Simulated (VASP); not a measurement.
# GaAs (I-4m2) in VASP: notebook

Aim: see how the results for GaAs move with the level of theory and the settings. Levels: PBE, HSE06. Tasks: single point.

All numbers are computed with VASP 6.6.1; they aren't measurements. Logs are shortened: lines on timing, memory, paths and dates and some standing lists are left out, and cuts for length are marked.

### Step 1. The cell of the first run

It takes space group I-4m2 (No. 119, tetragonal). The conventional cell has a = 3.926 Å, b = 3.926 Å, c = 5.762 Å, α = 90.00°, β = 90.00°, γ = 90.00°. Ga (site symmetry -4m2) has 4 As at 2.44 Å within 3.2 Å. As (site symmetry -4m2) has 4 Ga at 2.44 Å within 3.2 Å.

### Step 2. Single point, PBE (epitaxial xy strain -2.0%)

Input file INCAR:

```
SYSTEM = GaAs
ALGO     = Normal         ! electronic algorithm
EDIFF    = 1E-6           ! SCF threshold, eV
ENCUT    = 510            ! plane-wave cutoff, eV
GGA      = PE             ! functional
GGA_COMPAT= .False.      
ISIF     = 2              ! what is computed and relaxed
ISMEAR   = -1             ! smearing method
LASPH    = .True.         ! aspherical terms in the spheres
LCHARG   = .False.        ! write CHGCAR
LREAL    = .False.        ! projectors in reciprocal space
LWAVE    = .False.        ! write WAVECAR
NBANDS   = 21             ! bands
NELM     = 120            ! most SCF steps
PREC     = Accurate       ! precision mode
SIGMA    = 0.02           ! smearing width, eV
```

Input file KPOINTS:

```
k-points
0
Gamma
  8 8 8
  0 0 0
```

Input file POSCAR:

```
GaAs
1.0
    0.0000000000      2.7764233935      2.8810310456
    2.7764233935      0.0000000000      2.8810310456
    2.7764233935      2.7764233935      0.0000000000
Ga As
1 1
Direct
    0.0000000000      0.0000000000      0.0000000000
    0.2500000000      0.2500000000      0.2500000000
```

Potentials or basis: VASP PAW PBE potentials, release 64 (Ga_d, As_d).

Command:

```
cat potpaw_PBE.64/Ga_d/POTCAR potpaw_PBE.64/As_d/POTCAR > POTCAR
mpirun -np 1 vasp_std > vasp.out
```

OUTCAR:

```text
SYSTEM = GaAs
   EDIFF = 1E-6
   ENCUT = 510
   GGA = PE
   ISIF = 2
   ISMEAR = -1
   LASPH = .True.
   LREAL = .False.
   NELM = 120
   PREC = Accurate

 ion  position               nearest neighbor table
   1  0.000  0.000  0.000-   2 2.44   2 2.44   2 2.44   2 2.44
   2  0.250  0.250  0.250-   1 2.44   1 2.44   1 2.44   1 2.44

  LATTYP: Found a body centered tetragonal cell.
 ALAT       =     3.9264556180
 C/A-ratio  =     1.4674970640

  Lattice vectors:

 A1 = (  -2.7764233935,   0.0000000000,   2.8810310456)
 A2 = (   2.7764233935,   0.0000000000,   2.8810310456)
 A3 = (   0.0000000000,   2.7764233935,  -2.8810310456)

Analysis of symmetry for initial positions (statically):
=====================================================================
 Subroutine PRICEL returns:
 Original cell was already a primitive cell.

 Routine SETGRP: Setting up the symmetry group for a
 body centered tetragonal supercell.

 Subroutine GETGRP returns: Found  8 space group operations
 (whereof  8 operations were pure point group operations)
 out of a pool of 16 trial point group operations.

The static configuration has the point symmetry D_2d.

Analysis of symmetry for dynamics (positions and initial velocities):
=====================================================================
 Subroutine PRICEL returns:
 Original cell was already a primitive cell.

 Routine SETGRP: Setting up the symmetry group for a
 body centered tetragonal supercell.

 Subroutine GETGRP returns: Found  8 space group operations
 (whereof  8 operations were pure point group operations)
 out of a pool of 16 trial point group operations.

The dynamic configuration has the point symmetry D_2d.

 Subroutine INISYM returns: Found  8 space group operations
 (whereof  8 operations are pure point group operations),
 and found     1 'primitive' translations

----------------------------------------------------------------------------------------

                                     Primitive cell

  volume of cell :      44.4170

  direct lattice vectors                    reciprocal lattice vectors
     0.000000000  2.776423394  2.881031046    -0.180087807  0.180087807  0.173548980
     2.776423394  0.000000000  2.881031046     0.180087807 -0.180087807  0.173548980
     2.776423394  2.776423394  0.000000000     0.180087807  0.180087807 -0.173548980

  length of vectors
     4.001108190  4.001108190  3.926455618     0.308192286  0.308192286  0.308192286

  position of ions in fractional coordinates (direct lattice)
     0.000000000  0.000000000  0.000000000
     0.250000000  0.250000000  0.250000000

  ion indices of the primitive-cell ions
   primitive index   ion index
                 1           1
                 2           2

----------------------------------------------------------------------------------------

 KPOINTS: k-points

Automatic generation of k-mesh.
 Grid dimensions read from file:
 generate k-points for:    8    8    8

 Generating k-lattice:

  Cartesian coordinates                     Fractional coordinates (reciprocal lattice)
    -0.022510976  0.022510976  0.021693623     0.125000000 -0.000000000  0.000000000
     0.022510976 -0.022510976  0.021693623    -0.000000000  0.125000000  0.000000000
     0.022510976  0.022510976 -0.021693623     0.000000000  0.000000000  0.125000000

  Length of vectors
     0.038524036  0.038524036  0.038524036

  Shift w.r.t. Gamma in fractional coordinates (k-lattice)
     0.000000000  0.000000000  0.000000000

 Subroutine IBZKPT returns following result:
 ===========================================

 Found     59 irreducible k-points:

 Following reciprocal coordinates:
            Coordinates               Weight
  0.000000  0.000000  0.000000      1.000000
  0.125000  0.000000  0.000000      8.000000
  0.250000  0.000000  0.000000      8.000000
  0.375000 -0.000000  0.000000      8.000000
  0.500000  0.000000  0.000000      4.000000
  0.125000  0.125000  0.000000      2.000000
[... 16 lines left out ...]
  0.250000  0.000000  0.125000     16.000000
  0.375000 -0.000000  0.125000     16.000000
 [... further k-points ...]
   k-points           NKPTS =     59   k-points in BZ     NKDIM =     59   number of bands    NBANDS=     21
   number of dos      NEDOS =    301   number of ions     NIONS =      2
   total plane-waves  NPLWV =  27000
   dimension x,y,z NGX =    30 NGY =   30 NGZ =   30
   dimension x,y,z NGXF=    60 NGYF=   60 NGZF=   60
   ions per type =               1   1
   NGX,Y,Z   is equivalent  to a cutoff of  12.46, 12.46, 12.70 a.u.
   NGXF,Y,Z  is equivalent  to a cutoff of  24.93, 24.93, 25.40 a.u.
 SYSTEM =  GaAs
   PREC   = accura    normal or accurate (medium, high low for compatibility)
   ISTART =      0    job   : 0-new  1-cont  2-samecut
   ICHARG =      2    charge: 1-file 2-atom 10-const
   ISPIN  =      1    spin polarized calculation?
   LNONCOLLINEAR =      F non collinear calculations
   LSORBIT =      F    spin-orbit coupling
   LASPH  =      T    aspherical Exc in radial PAW
   ENCUT  =  510.0 eV  37.48 Ry    6.12 a.u.   7.37  7.37  7.23*2*pi/ulx,y,z
   NELM   =    120;   NELMIN=  2; NELMDL= -5     # of ELM steps
   EDIFF  = 0.1E-05   stopping-criterion for ELM
   LREAL  =      F    real-space projection
   EDIFFG = 0.1E-04   stopping-criterion for IOM
   NSW    =      0    number of steps for IOM
   IBRION =     -1    ionic relax: 0-MD 1-quasi-New 2-CG
   NFREE  =      0    steps in history (QN), initial steepest desc. (CG)
   ISIF   =      2    stress and relaxation
   ISYM   =      2    0-nonsym 1-usesym 2-fastsym
   POTIM  = 0.5000    time-step for ionic-motion
   TEBEG  =    0.0;   TEEND  =   0.0 temperature during run
   PSTRESS=    0.0 pullay stress
   NELECT =      28.0000    total number of electrons
   NUPDOWN=      -1.0000    fix difference up-down
   EMIN   =  10.00;   EMAX   =-10.00  energy-range for DOS
   EFERMI =   0.00;   METHOD = LEGACY
   ISMEAR =    -1;   SIGMA  =   0.02  broadening in eV -4-tet -1-fermi 0-gaus
   EFERMI_NEDOS =   21; number of points for ismear=-14 and -15
   IALGO  =     38    algorithm
   IMIX   =      4    mixing-type and parameters
     AMIX     =   0.40;   BMIX     =  1.00
     AMIX_MAG =   1.60;   BMIX_MAG =  1.00
  volume/ion in A,a.u.               =      22.21       149.87
  Fermi-wavevector in a.u.,A,eV,Ry     =   1.403711  2.652629 26.808985  1.970405
  Thomas-Fermi vector in A             =   2.526346
   LORBIT       =      0    0 simple, 1 ext, 2 COOP (PROOUT), +10 PAW based schemes
   GGA     = PE    functional components
   LHFCALC =     F    Hartree Fock is set to
   AEXX    =    0.0000 exact exchange contribution
   IVDW    =     0    specifies the selected vdW correction
   LEPSILON=     F    determine dielectric tensor
   LRPA    =     F    only Hartree local field effects (RPA)
 non-spin polarized calculation
  energy-cutoff  :      510.00
  volume of cell :       44.42
 maximum number of plane-waves:      1180
 NGX is ok and might be reduce to    30
   NGX = 15   NGY = 15   NGZ = 15

 number of electron      28.0000009 magnetization

 Free energy of the ion-electron system (eV)
  ---------------------------------------------------
  ext. energy  EPLUGINS =         0.00000000
  ---------------------------------------------------
  free energy    TOTEN  =        -8.23434664 eV

  energy without entropy =       -8.23434663  energy(sigma->0) =       -8.23434663

 E-fermi :   3.6419     XC(G=0): -10.0008

 val. band max:        3.3552629612   @ k =   0.0000   0.0000   0.0000
 cond. band min:       3.9143944191   @ k =   0.0000   0.0000   0.0000
 fundamental gap:      0.5591314579
 Fermi energy:         3.6418576597

 k-point     1 :       0.0000    0.0000    0.0000
  band No.  band energies     occupation
      1     -31.8670      2.00000
      2     -31.8670      2.00000
      3     -31.8634      2.00000
      4     -31.8572      2.00000
      5     -31.8527      2.00000
      6     -11.5595      2.00000
[... 13 lines left out ...]
     20      13.1134      0.00000
     21      13.8967      0.00000

 k-point     2 :       0.1250    0.0000    0.0000
  band No.  band energies     occupation
      1     -31.8670      2.00000
      2     -31.8669      2.00000
      3     -31.8632      2.00000
      4     -31.8571      2.00000
      5     -31.8527      2.00000
      6     -11.5687      2.00000
[... 13 lines left out ...]
     20      12.3472      0.00000
     21      12.8863      0.00000

 k-point     3 :       0.2500    0.0000    0.0000
  band No.  band energies     occupation
      1     -31.8669      2.00000
      2     -31.8666      2.00000
      3     -31.8629      2.00000
      4     -31.8570      2.00000
      5     -31.8526      2.00000
      6     -11.5999      2.00000
[... 13 lines left out ...]
     20      12.4767      0.00000
     21      12.5117      0.00000

 k-point     4 :       0.3750   -0.0000    0.0000
  band No.  band energies     occupation
      1     -31.8668      2.00000
      2     -31.8663      2.00000
      3     -31.8626      2.00000
      4     -31.8568      2.00000
      5     -31.8526      2.00000
      6     -11.6280      2.00000
[... 13 lines left out ...]
     20      13.5084      0.00000
     21      13.7110      0.00000

 k-point     5 :       0.5000    0.0000    0.0000
  band No.  band energies     occupation
      1     -31.8667      2.00000
      2     -31.8661      2.00000
      3     -31.8625      2.00000
      4     -31.8567      2.00000
      5     -31.8526      2.00000
      6     -11.6389      2.00000
[... 13 lines left out ...]
     20      15.1328      0.00000
     21      15.4073      0.00000
[... 382 lines left out ...]
     20      16.7770      0.00000
     21      16.9220      0.00000

 k-point    22 :       0.1250    0.0000    0.1250
  band No.  band energies     occupation
      1     -31.8672      2.00000
      2     -31.8668      2.00000
      3     -31.8630      2.00000
      4     -31.8571      2.00000
      5     -31.8527      2.00000
      6     -11.5733      2.00000
[... 13 lines left out ...]
     20      12.3169      0.00000
     21      13.5273      0.00000

 k-point    23 :       0.2500    0.0000    0.1250
  band No.  band energies     occupation
      1     -31.8672      2.00000
      2     -31.8665      2.00000
      3     -31.8626      2.00000
      4     -31.8569      2.00000
      5     -31.8527      2.00000
      6     -11.5999      2.00000
[... 13 lines left out ...]
     20      13.2911      0.00000
     21      13.6525      0.00000

 k-point    24 :       0.3750   -0.0000    0.1250
  band No.  band energies     occupation
      1     -31.8670      2.00000
      2     -31.8662      2.00000
      3     -31.8623      2.00000
      4     -31.8567      2.00000
      5     -31.8527      2.00000
      6     -11.6267      2.00000
[... 13 lines left out ...]
     20      13.5823      0.00000
     21      14.4943      0.00000

 [... further k-points ...]
[... 5 lines left out ...]
  --------------------------------------------------------------------------------------
  -------------------------------------------------------------------------------------
  Total        1.4766015      1.4766015      0.8219205      0.0000000      0.0000000     -0.0000000
  in kB       53.2628689     53.2628689     29.6477034      0.0000000      0.0000000     -0.0000000
  external PRESSURE =      45.3911471 kB  Pullay stress =       0.0000000 kB

 VOLUME and BASIS-vectors are now :
 -----------------------------------------------------------------------------
  energy-cutoff  :      510.00
  volume of cell :       44.42
      direct lattice vectors                 reciprocal lattice vectors
     0.000000000  2.776423394  2.881031046    -0.180087807  0.180087807  0.173548980
     2.776423394  0.000000000  2.881031046     0.180087807 -0.180087807  0.173548980
     2.776423394  2.776423394  0.000000000     0.180087807  0.180087807 -0.173548980

 POSITION                                       TOTAL-FORCE (eV/Angst)
 -----------------------------------------------------------------------------------
      0.00000      0.00000      0.00000         0.000000      0.000000     -0.000000
      1.38821      1.38821      1.44052        -0.000000     -0.000000      0.000000
 -----------------------------------------------------------------------------------
    total drift:                               -0.000001     -0.000001     -0.000001

  FREE ENERGIE OF THE ION-ELECTRON SYSTEM (eV)
  ---------------------------------------------------
  free  energy   TOTEN  =        -8.2343466350 eV

  energy  without entropy=       -8.2343466322  energy(sigma->0) =       -8.23434663
```

Run time: 46 s. Hardware: 1 thread of Intel Xeon Platinum 8488C (Sapphire Rapids), shared host; peak memory 0.2 GiB.

What came out:

| Property | Result |
| --- | --- |
| Free energy | -8.2343 eV |
| Pressure | 4.5 GPa |
| Band gap on the k mesh | 0.56 eV |

Caveat: the cell differs from its parent crystal (epitaxial xy strain -2.0%); the cell stands under pressure; semilocal functionals underestimate gaps, and a narrow one can read as zero. A k mesh can miss the band edges.

### Step 3. Single point, HSE06 (epitaxial xy strain -2.0%)

POSCAR is that of step 2.

Input file INCAR.step1:

```
SYSTEM = GaAs
PREC = Accurate
ENCUT = 520
EDIFF = 1E-5
ISMEAR = 0
SIGMA = 0.01
LREAL = .FALSE.
LASPH = .TRUE.
NELM = 100
ALGO = Normal
ISIF = 2
LWAVE = .TRUE.
LCHARG = .FALSE.
NBANDS = 16
GGA = PE
```

Input file INCAR.step2:

```
SYSTEM = GaAs
PREC = Accurate
ENCUT = 520
EDIFF = 1E-6
ISMEAR = 0
SIGMA = 0.01
LREAL = .FALSE.
LASPH = .TRUE.
NELM = 100
ALGO = Normal
ISIF = 2
LWAVE = .FALSE.
LCHARG = .FALSE.
GGA = PE
LHFCALC = .TRUE.
HFSCREEN = 0.2079
PRECFOCK = Normal
NBANDS = 16
ISTART = 1
```

Input file KPOINTS:

```
regular mesh
0
G
  6 6 6
  0 0 0
```

Potentials or basis: VASP PAW PBE potentials, release 64 (Ga_d, As).

Command:

```
cat potpaw_PBE.64/Ga_d/POTCAR potpaw_PBE.64/As/POTCAR > POTCAR
cp INCAR.step1 INCAR
mpirun -np 1 vasp_std > vasp.out
cp INCAR.step2 INCAR
mpirun -np 1 vasp_std > vasp.out
```

OUTCAR:

```text
SYSTEM = GaAs
   PREC = Accurate
   ENCUT = 520
   EDIFF = 1E-6
   ISMEAR = 0
   LREAL = .FALSE.
   LASPH = .TRUE.
   NELM = 100
   ISIF = 2
   GGA = PE
   LHFCALC = .TRUE.
   HFSCREEN = 0.2079
   PRECFOCK = Normal
   ISTART = 1

 ion  position               nearest neighbor table
   1  0.000  0.000  0.000-   2 2.44   2 2.44   2 2.44   2 2.44
   2  0.250  0.250  0.250-   1 2.44   1 2.44   1 2.44   1 2.44

  LATTYP: Found a body centered tetragonal cell.
 ALAT       =     3.9264556180
 C/A-ratio  =     1.4674970640
[... 656 lines left out ...]

  FORCE on cell =-STRESS in cart. coord.  units (eV):
  Direction    XX          YY          ZZ          XY          YZ          ZX
  --------------------------------------------------------------------------------------
  -------------------------------------------------------------------------------------
  Total        0.8961980      0.8961980      0.1422245      0.0000000      0.0000000     -0.0000000
  in kB       32.3269881     32.3269881      5.1302156      0.0000000      0.0000000     -0.0000000
  external PRESSURE =      23.2613973 kB  Pullay stress =       0.0000000 kB

 VOLUME and BASIS-vectors are now :
 -----------------------------------------------------------------------------
  energy-cutoff  :      520.00
  volume of cell :       44.42
      direct lattice vectors                 reciprocal lattice vectors
     0.000000000  2.776423394  2.881031046    -0.180087807  0.180087807  0.173548980
     2.776423394  0.000000000  2.881031046     0.180087807 -0.180087807  0.173548980
     2.776423394  2.776423394  0.000000000     0.180087807  0.180087807 -0.173548980

 POSITION                                       TOTAL-FORCE (eV/Angst)
 -----------------------------------------------------------------------------------
      0.00000      0.00000      0.00000         0.000000      0.000000      0.000000
      1.38821      1.38821      1.44052        -0.000000     -0.000000     -0.000000
 -----------------------------------------------------------------------------------
    total drift:                                0.000001      0.000000     -0.000005

  FREE ENERGIE OF THE ION-ELECTRON SYSTEM (eV)
  ---------------------------------------------------
  free  energy   TOTEN  =        -9.8294538279 eV

  energy  without entropy=       -9.8294538279  energy(sigma->0) =       -9.82945383
```

OSZICAR.step1:

```text
N       E                     dE             d eps       ncg     rms          rms(c)
DAV:   1     0.842586558889E+02    0.84259E+02   -0.90783E+03   984   0.157E+03
DAV:   2    -0.176842066227E+01   -0.86027E+02   -0.82348E+02  1072   0.314E+02
DAV:   3    -0.827132671123E+01   -0.65029E+01   -0.64838E+01  1208   0.660E+01
DAV:   4    -0.836653635469E+01   -0.95210E-01   -0.95188E-01  1192   0.891E+00
DAV:   5    -0.836794548982E+01   -0.14091E-02   -0.14091E-02  1208   0.978E-01    0.296E+00
DAV:   6    -0.821958403723E+01    0.14836E+00   -0.21580E-01  1472   0.815E+00    0.179E+00
DAV:   7    -0.819804747250E+01    0.21537E-01   -0.67869E-02  1208   0.190E+00    0.568E-01
DAV:   8    -0.819893658183E+01   -0.88911E-03   -0.10867E-02  1152   0.118E+00    0.117E-01
DAV:   9    -0.819934925043E+01   -0.41267E-03   -0.98094E-04  1232   0.361E-01    0.500E-02
DAV:  10    -0.819941716679E+01   -0.67916E-04   -0.75549E-05  1288   0.942E-02    0.273E-02
DAV:  11    -0.819946790895E+01   -0.50742E-04   -0.70179E-05  1104   0.643E-02    0.293E-03
DAV:  12    -0.819946816596E+01   -0.25701E-06   -0.11478E-06   936   0.161E-02
   1 F= -.81994682E+01 E0= -.81994682E+01  d E =-.293076E-34
```

Wall time 52 min (1 thread of Intel Xeon Platinum 8488C (Sapphire Rapids), shared host); peak memory 0.31 GiB.

What came out:

```
Free energy            : -9.8295 eV
Pressure               : 2.3 GPa
Band gap on the k mesh : 1.47 eV
```

Levels at points of the mesh, in eV from the valence-band top:
```
           k point  band 5  band 6  band 7  band 8  band 9  band 10  band 11  band 12  band 13  band 14
(0.00, 0.00, 0.00)  -17.39  -14.17   -0.24    0.00    0.00     1.47     4.45     4.45     4.54     8.56
(0.50, 0.00, 0.00)  -17.38  -12.20   -7.38   -1.50   -1.17     1.72     5.28     5.54     8.61    11.60
(0.50, 0.50, 0.00)  -17.38  -11.46   -7.70   -2.86   -2.86     2.13     2.49    11.57    11.57    12.13
(0.50, 0.00, 0.50)  -17.37  -11.30   -7.46   -3.14   -3.11     1.88     2.13    11.36    11.62    12.37
```

Caveat: the cell differs from its parent crystal (epitaxial xy strain -2.0%); the PAW data sets were made with another functional, which shifts forces and pressure a little. A k mesh can miss the band edges.
